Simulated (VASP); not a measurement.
# Re (P6_3/mmc) in VASP: settings compared

The runs below take Re through single point, relaxation of cell and atoms, with PBE, RPBE+D4.

Everything below comes from runs of VASP 6.6.1. Logs are shortened: lines on timing, memory, paths and dates and some standing lists are left out, and cuts for length are marked.

### Step 1. The cell of the first run

The structure is hexagonal, space group P6_3/mmc (No. 194). Conventional cell: a = 2.761 Å, b = 2.761 Å, c = 4.458 Å, α = 90.00°, β = 90.00°, γ = 120.00°. Within 3.6 Å of Re (site symmetry -6m2) lie 12 Re at 2.74 to 2.76 Å.

### Step 2. Single point, PBE

INCAR reads:

```
PREC     = Accurate       # precision mode
ENCUT    = 520            # plane-wave cutoff, eV
EDIFF    = 1E-7           # SCF threshold, eV
ISMEAR   = 0              # smearing method
SIGMA    = 0.020999999999999998 # smearing width, eV
LREAL    = F              # projectors in reciprocal space
LASPH    = T              # aspherical terms in the spheres
NELM     = 60             # most SCF steps
ALGO     = Fast           # electronic algorithm
ISIF     = 2              # what is computed and relaxed
LWAVE    = F              # write WAVECAR
LCHARG   = F              # write CHGCAR
GGA      = PE             # functional
NBANDS   = 14             # bands
```

KPOINTS reads:

```
Automatic mesh
0
Gamma
  11 11 6
```

POSCAR reads:

```
Re
1.0
    2.7608000000      0.0000000000      0.0000000000
   -1.3804000000      2.3909229348      0.0000000000
    0.0000000000      0.0000000000      4.4582000000
Re
2
Direct
    0.6666666667      0.3333333333      0.7500000000
    0.3333333333      0.6666666667      0.2500000000
```

Potentials or basis: VASP PAW PBE potentials, release 64 (Re).

Launch:

```sh
$ cat potpaw_PBE.64/Re/POTCAR > POTCAR
$ mpirun -np 1 vasp_std > vasp.out
```

OUTCAR:

```text
PREC = Accurate
   ENCUT = 520
   EDIFF = 1E-7
   ISMEAR = 0
   LREAL = F
   LASPH = T
   NELM = 60
   ISIF = 2
   GGA = PE

 ion  position               nearest neighbor table
   1  0.667  0.333  0.750-   2 2.74   2 2.74   2 2.74   2 2.74   2 2.74   2 2.74
   2  0.333  0.667  0.250-   1 2.74   1 2.74   1 2.74   1 2.74   1 2.74   1 2.74

  LATTYP: Found a hexagonal cell.
 ALAT       =     2.7608000000
 C/A-ratio  =     1.6148217908

  Lattice vectors:

 A1 = (   2.7608000000,   0.0000000000,   0.0000000000)
 A2 = (  -1.3804000000,   2.3909229348,   0.0000000000)
 A3 = (   0.0000000000,   0.0000000000,   4.4582000000)

Analysis of symmetry for initial positions (statically):
=====================================================================
 Subroutine PRICEL returns:
 Original cell was already a primitive cell.

 Routine SETGRP: Setting up the symmetry group for a
 hexagonal supercell.

 Subroutine GETGRP returns: Found 24 space group operations
 (whereof 12 operations were pure point group operations)
 out of a pool of 24 trial point group operations.

The static configuration has the point symmetry D_3d.
 The point group associated with its full space group is D_6h.

Analysis of symmetry for dynamics (positions and initial velocities):
=====================================================================
 Subroutine PRICEL returns:
 Original cell was already a primitive cell.

 Routine SETGRP: Setting up the symmetry group for a
 hexagonal supercell.

 Subroutine GETGRP returns: Found 24 space group operations
 (whereof 12 operations were pure point group operations)
 out of a pool of 24 trial point group operations.

The dynamic configuration has the point symmetry D_3d.
 The point group associated with its full space group is D_6h.

 Subroutine INISYM returns: Found 24 space group operations
 (whereof 12 operations are pure point group operations),
 and found     1 'primitive' translations

----------------------------------------------------------------------------------------

                                     Primitive cell

  volume of cell :      29.4280

  direct lattice vectors                    reciprocal lattice vectors
     2.760800000  0.000000000  0.000000000     0.362213851  0.209124264  0.000000000
    -1.380400000  2.390922935  0.000000000     0.000000000  0.418248529  0.000000000
     0.000000000  0.000000000  4.458200000     0.000000000  0.000000000  0.224305774

  length of vectors
     2.760800000  2.760800000  4.458200000     0.418248529  0.418248529  0.224305774

  position of ions in fractional coordinates (direct lattice)
     0.666666667  0.333333333  0.750000000
     0.333333333  0.666666667  0.250000000

  ion indices of the primitive-cell ions
   primitive index   ion index
                 1           1
                 2           2

----------------------------------------------------------------------------------------

 KPOINTS: Automatic mesh

Automatic generation of k-mesh.
 Grid dimensions read from file:
 generate k-points for:   11   11    6

 Generating k-lattice:

  Cartesian coordinates                     Fractional coordinates (reciprocal lattice)
     0.032928532  0.019011297  0.000000000     0.090909091 -0.000000000  0.000000000
     0.000000000  0.038022594  0.000000000     0.000000000  0.090909091  0.000000000
     0.000000000  0.000000000  0.037384296     0.000000000  0.000000000  0.166666667

  Length of vectors
     0.038022594  0.038022594  0.037384296

  Shift w.r.t. Gamma in fractional coordinates (k-lattice)
     0.000000000  0.000000000  0.000000000

 Subroutine IBZKPT returns following result:
 ===========================================

 Found     64 irreducible k-points:

 Following reciprocal coordinates:
            Coordinates               Weight
  0.000000  0.000000  0.000000      1.000000
  0.090909 -0.000000  0.000000      6.000000
  0.181818 -0.000000  0.000000      6.000000
  0.272727 -0.000000  0.000000      6.000000
  0.363636 -0.000000  0.000000      6.000000
  0.454545 -0.000000  0.000000      6.000000
[... 16 lines left out ...]
  0.090909  0.090909  0.166667     12.000000
  0.181818  0.090909  0.166667     24.000000
 [... further k-points ...]
   k-points           NKPTS =     64   k-points in BZ     NKDIM =     64   number of bands    NBANDS=     14
   number of dos      NEDOS =    301   number of ions     NIONS =      2
   total plane-waves  NPLWV =  20736
   dimension x,y,z NGX =    24 NGY =   24 NGZ =   36
   dimension x,y,z NGXF=    48 NGYF=   48 NGZF=   72
   ions per type =               2
   NGX,Y,Z   is equivalent  to a cutoff of  14.45, 14.45, 13.42 a.u.
   NGXF,Y,Z  is equivalent  to a cutoff of  28.90, 28.90, 26.85 a.u.
 SYSTEM =  unknown system
   PREC   = accura    normal or accurate (medium, high low for compatibility)
   ISTART =      0    job   : 0-new  1-cont  2-samecut
   ICHARG =      2    charge: 1-file 2-atom 10-const
   ISPIN  =      1    spin polarized calculation?
   LNONCOLLINEAR =      F non collinear calculations
   LSORBIT =      F    spin-orbit coupling
   LASPH  =      T    aspherical Exc in radial PAW
   ENCUT  =  520.0 eV  38.22 Ry    6.18 a.u.   5.13  5.13  8.29*2*pi/ulx,y,z
   NELM   =     60;   NELMIN=  2; NELMDL= -5     # of ELM steps
   EDIFF  = 0.1E-06   stopping-criterion for ELM
   LREAL  =      F    real-space projection
   EDIFFG = 0.1E-05   stopping-criterion for IOM
   NSW    =      0    number of steps for IOM
   IBRION =     -1    ionic relax: 0-MD 1-quasi-New 2-CG
   NFREE  =      0    steps in history (QN), initial steepest desc. (CG)
   ISIF   =      2    stress and relaxation
   ISYM   =      2    0-nonsym 1-usesym 2-fastsym
   POTIM  = 0.5000    time-step for ionic-motion
   TEBEG  =    0.0;   TEEND  =   0.0 temperature during run
   PSTRESS=    0.0 pullay stress
   NELECT =      14.0000    total number of electrons
   NUPDOWN=      -1.0000    fix difference up-down
   EMIN   =  10.00;   EMAX   =-10.00  energy-range for DOS
   EFERMI =   0.00;   METHOD = LEGACY
   ISMEAR =     0;   SIGMA  =   0.02  broadening in eV -4-tet -1-fermi 0-gaus
   EFERMI_NEDOS =   21; number of points for ismear=-14 and -15
   IALGO  =     68    algorithm
   IMIX   =      4    mixing-type and parameters
     AMIX     =   0.40;   BMIX     =  1.00
     AMIX_MAG =   1.60;   BMIX_MAG =  1.00
  volume/ion in A,a.u.               =      14.71        99.29
  Fermi-wavevector in a.u.,A,eV,Ry     =   1.278000  2.415070 22.222174  1.633284
  Thomas-Fermi vector in A             =   2.410568
   LORBIT       =      0    0 simple, 1 ext, 2 COOP (PROOUT), +10 PAW based schemes
   GGA     = PE    functional components
   LHFCALC =     F    Hartree Fock is set to
   AEXX    =    0.0000 exact exchange contribution
   IVDW    =     0    specifies the selected vdW correction
   LEPSILON=     F    determine dielectric tensor
   LRPA    =     F    only Hartree local field effects (RPA)
 non-spin polarized calculation
 RMM-DIIS sequential band-by-band and
 Gauss-broadening in eV      SIGMA  =   0.02
  energy-cutoff  :      520.00
  volume of cell :       29.43
 maximum number of plane-waves:       808
 NGX is ok and might be reduce to    24
   NGX = 11   NGY = 11   NGZ = 17

 number of electron      14.0000000 magnetization

 Free energy of the ion-electron system (eV)
  ---------------------------------------------------
  ext. energy  EPLUGINS =         0.00000000
  ---------------------------------------------------
  free energy    TOTEN  =       -24.84026159 eV

  energy without entropy =      -24.84015808  energy(sigma->0) =      -24.84020984

 E-fermi :   7.9151     XC(G=0): -13.7300

 val. band max:        7.8784731671   @ k =   0.1818  -0.0000   0.1667
 cond. band min:       7.9403706923   @ k =   0.3636   0.1818   0.3333
 fundamental gap:      0.0618975253
 Fermi energy:         7.9151158795

 k-point     1 :       0.0000    0.0000    0.0000
  band No.  band energies     occupation
      1      -1.9815      2.00000
      2       1.2629      2.00000
      3       6.3065      2.00000
      4       6.3087      2.00000
      5       6.3087      2.00000
      6       7.1455      2.00000
      7       7.1455      2.00000
      8       8.0727      0.00000
      9       8.0727      0.00000
     10       8.5014      0.00000
     11      11.2494      0.00000
     12      11.2494      0.00000
     13      17.9030      0.00000
     14      22.0333      0.00000

 k-point     2 :       0.0909   -0.0000    0.0000
  band No.  band energies     occupation
      1      -1.6458      2.00000
      2       1.5752      2.00000
      3       5.6731      2.00000
      4       6.6178      2.00000
      5       6.7985      2.00000
      6       6.9597      2.00000
      7       7.2614      2.00000
      8       7.4374      2.00000
      9       7.8213      2.00000
     10       8.0203      0.00000
     11      11.4171      0.00000
     12      12.5644      0.00000
     13      17.8784      0.00000
     14      22.7686      0.00000

 k-point     3 :       0.1818   -0.0000    0.0000
  band No.  band energies     occupation
      1      -0.7194      2.00000
      2       2.3155      2.00000
      3       5.0037      2.00000
      4       5.6219      2.00000
      5       6.3488      2.00000
      6       7.2632      2.00000
      7       7.5155      2.00000
      8       7.5974      2.00000
      9       7.6442      2.00000
     10       8.2776      0.00000
     11      11.7453      0.00000
     12      14.7681      0.00000
     13      17.6694      0.00000
     14      24.1991      0.00000
[... 324 lines left out ...]
 k-point    23 :       0.0909    0.0909    0.1667
  band No.  band energies     occupation
      1      -0.7141      2.00000
      2       2.1793      2.00000
      3       5.1738      2.00000
      4       5.3936      2.00000
      5       6.3200      2.00000
      6       6.8357      2.00000
      7       7.0531      2.00000
      8       7.6286      2.00000
      9       8.3644      0.00000
     10       8.4082      0.00000
     11      11.5142      0.00000
     12      13.2958      0.00000
     13      19.1605      0.00000
     14      23.4445      0.00000

 k-point    24 :       0.1818    0.0909    0.1667
  band No.  band energies     occupation
      1       0.3380      2.00000
      2       2.9689      2.00000
      3       4.3254      2.00000
      4       4.6713      2.00000
      5       5.9420      2.00000
      6       6.6296      2.00000
      7       7.2372      2.00000
      8       8.1854      0.00000
      9       8.8981      0.00000
     10       9.2884      0.00000
     11      11.6495      0.00000
     12      14.7065      0.00000
     13      19.0755      0.00000
     14      23.9580      0.00000

 [... further k-points ...]

------------------------ aborting loop because EDIFF is reached ----------------------------------------

  FORCE on cell =-STRESS in cart. coord.  units (eV):
  Direction    XX          YY          ZZ          XY          YZ          ZX
  --------------------------------------------------------------------------------------
  -------------------------------------------------------------------------------------
  Total        1.0550934      1.0550934      0.8748440      0.0000000      0.0000000      0.0000000
  in kB       57.4435666     57.4435666     47.6300586      0.0000000      0.0000000      0.0000000
  external PRESSURE =      54.1723973 kB  Pullay stress =       0.0000000 kB

 VOLUME and BASIS-vectors are now :
 -----------------------------------------------------------------------------
  energy-cutoff  :      520.00
  volume of cell :       29.43
      direct lattice vectors                 reciprocal lattice vectors
     2.760800000  0.000000000  0.000000000     0.362213851  0.209124264  0.000000000
    -1.380400000  2.390922935  0.000000000     0.000000000  0.418248529  0.000000000
     0.000000000  0.000000000  4.458200000     0.000000000  0.000000000  0.224305774

 POSITION                                       TOTAL-FORCE (eV/Angst)
 -----------------------------------------------------------------------------------
      1.38040      0.79697      3.34365         0.000000     -0.000000      0.000000
     -0.00000      1.59395      1.11455        -0.000000      0.000000      0.000000
 -----------------------------------------------------------------------------------
    total drift:                               -0.000000      0.000000     -0.000000

  FREE ENERGIE OF THE ION-ELECTRON SYSTEM (eV)
  ---------------------------------------------------
  free  energy   TOTEN  =       -24.8402615891 eV

  energy  without entropy=      -24.8401580842  energy(sigma->0) =      -24.84020984
```

Wall time 20 s (1 thread of Intel Xeon Platinum 8488C (Sapphire Rapids), shared host); peak memory 0.16 GiB.

Results:

```yaml
Free_energy: -24.8403 eV
Pressure: 5.4 GPa
Band_gap_on_the_k_mesh: zero (band 7 reaches 9.23 eV, above the bottom of band 8 at 6.18 eV)
```

Caveat: spin-orbit coupling is left out, which moves the levels of the heavy elements.

### Step 3. Single point, PBE

INCAR reads:

```
SYSTEM = Re
ALGO     = Fast           ! electronic algorithm
EDIFF    = 1E-6           ! SCF threshold, eV
ENCUT    = 520            ! plane-wave cutoff, eV
GGA      = PE             ! functional
ISIF     = 2              ! what is computed and relaxed
ISMEAR   = 0              ! smearing method
LASPH    = .True.         ! aspherical terms in the spheres
LCHARG   = .False.        ! write CHGCAR
LREAL    = .False.        ! projectors in reciprocal space
LWAVE    = .False.        ! write WAVECAR
NBANDS   = 14             ! bands
NELM     = 100            ! most SCF steps
PREC     = Accurate       ! precision mode
SIGMA    = 0.011          ! smearing width, eV
```

KPOINTS reads:

```
k-points
0
Gamma
  11 11 6
  0 0 0
```

POSCAR is that of step 2.

Potentials or basis: VASP PAW PBE potentials, release 64 (Re).

Launch:

```sh
$ cat potpaw_PBE.64/Re/POTCAR > POTCAR
$ mpirun -np 1 vasp_std > vasp.out
```

Run time: 19 s. Hardware: 1 thread of Intel Xeon Platinum 8488C (Sapphire Rapids), shared host; peak memory 0.16 GiB.

Results (log left out):

* Free energy: -24.8402 eV
* Pressure: 5.5 GPa
* Band gap on the k mesh: zero (band 7 reaches 9.23 eV, above the bottom of band 8 at 6.18 eV)

Stress tensor (GPa, compression positive):
```
5.80 0.00 0.00
0.00 5.80 0.00
0.00 0.00 4.82
```

Levels at points of the mesh, in eV from the Fermi level:
```
           k point  band 5  band 6  band 7  band 8  band 9  band 10
(0.00, 0.00, 0.00)   -1.62   -0.78   -0.78    0.15    0.15     0.57
(0.00, 0.00, 0.50)   -1.75   -1.75   -1.75   -1.75    2.51     2.51
```

Caveat: spin-orbit coupling is left out, which moves the levels of the heavy elements.

### Step 4. Single point, PBE

INCAR reads:

```
PREC = Accurate
ENCUT = 520
EDIFF = 1E-6
ISMEAR = 0
SIGMA = 0.026000000000000002
LREAL = F
LASPH = T
NELM = 60
ALGO = Normal
ISIF = 2
LWAVE = F
LCHARG = F
GGA = PE
NBANDS = 14
```

KPOINTS reads:

```
Automatic mesh
0
Gamma
  11 11 6
```

POSCAR is that of step 3.

Launch:

```sh
$ cat potpaw_PBE.64/Re/POTCAR > POTCAR
$ mpirun -np 1 vasp_std > vasp.out
```

It took 19 s on 1 thread of Intel Xeon Platinum 8488C (Sapphire Rapids), shared host; peak memory 0.16 GiB.

It converged, with:

```
Free energy            : -24.8403 eV
Pressure               : 5.4 GPa
Band gap on the k mesh : zero (band 7 reaches 9.23 eV, above the bottom of band 8 at 6.18 eV)
```

Stress tensor (GPa, compression positive):
```
5.75 0.00 0.00
0.00 5.75 0.00
0.00 0.00 4.79
```

Levels at points of the mesh, in eV from the Fermi level:
```
           k point  band 4  band 5  band 6  band 7  band 8  band 9  band 10  band 11
(0.00, 0.00, 0.00)   -1.60   -1.60   -0.77   -0.77    0.16    0.16     0.59     3.34
(0.00, 0.00, 0.50)   -2.41   -1.73   -1.73   -1.73   -1.73    2.52     2.52     2.52
```

Caveat: spin-orbit coupling is left out, which moves the levels of the heavy elements.

### Step 5. Single point, RPBE+D4

This run uses another cell than the first one, of 14.60 Å³/atom, 0.992 times its volume.

INCAR reads:

```
ALGO = Normal ; EDIFF = 1E-6
ENCUT = 520 ; GGA = RP
ISIF = 2 ; ISMEAR = -1
IVDW = 13 ; LASPH = T
LCHARG = T ; LELF = T
LREAL = F ; LVHAR = T
LWAVE = F ; NBANDS = 14
NELM = 80 ; PREC = Accurate
SIGMA = 0.05
```

KPOINTS reads:

```
k-points
0
Gamma
  11 11 6
```

POSCAR reads:

```
Re
1.0
    2.7526821682      0.0000000000      0.0000000000
   -1.3763410841      2.3838926862      0.0000000000
    0.0000000000      0.0000000000      4.4507298850
Re
2
Direct
    0.6666666667      0.3333333333      0.7500000000
    0.3333333333      0.6666666667      0.2500000000
```

Launch:

```sh
$ cat potpaw_PBE.64/Re/POTCAR > POTCAR
$ mpirun -np 1 vasp_std > vasp.out
```

Run time: 22 s. Hardware: 1 thread of Intel Xeon Platinum 8488C (Sapphire Rapids), shared host; peak memory 0.15 GiB.

The run converged. Its results:

```
Free energy                : -26.0613 eV
Pressure                   : -0.6 GPa
Band gap on the k mesh     : zero (band 7 reaches 9.41 eV, above the bottom of band 8 at 6.34 eV)
Dispersion energy per atom : -1.229 eV
```

Stress tensor (GPa, compression positive):
```
-0.56  0.00  0.00
 0.00 -0.56  0.00
 0.00  0.00 -0.78
```

Levels at points of the mesh, in eV from the Fermi level:
| k point | band 4 | band 5 | band 6 | band 7 | band 8 | band 9 | band 10 | band 11 |
| --- | --- | --- | --- | --- | --- | --- | --- | --- |
| (0.00, 0.00, 0.00) | -1.60 | -1.60 | -0.76 | -0.76 | 0.19 | 0.19 | 0.59 | 3.39 |
| (0.00, 0.00, 0.50) | -2.42 | -1.73 | -1.73 | -1.73 | -1.73 | 2.57 | 2.57 | 2.57 |

Caveat: the PAW data sets were made with another functional, which shifts forces and pressure a little; spin-orbit coupling is left out, which moves the levels of the heavy elements; pairwise dispersion overbinds metals, which lowers pressure and volume.

[end of part 1 of 2]
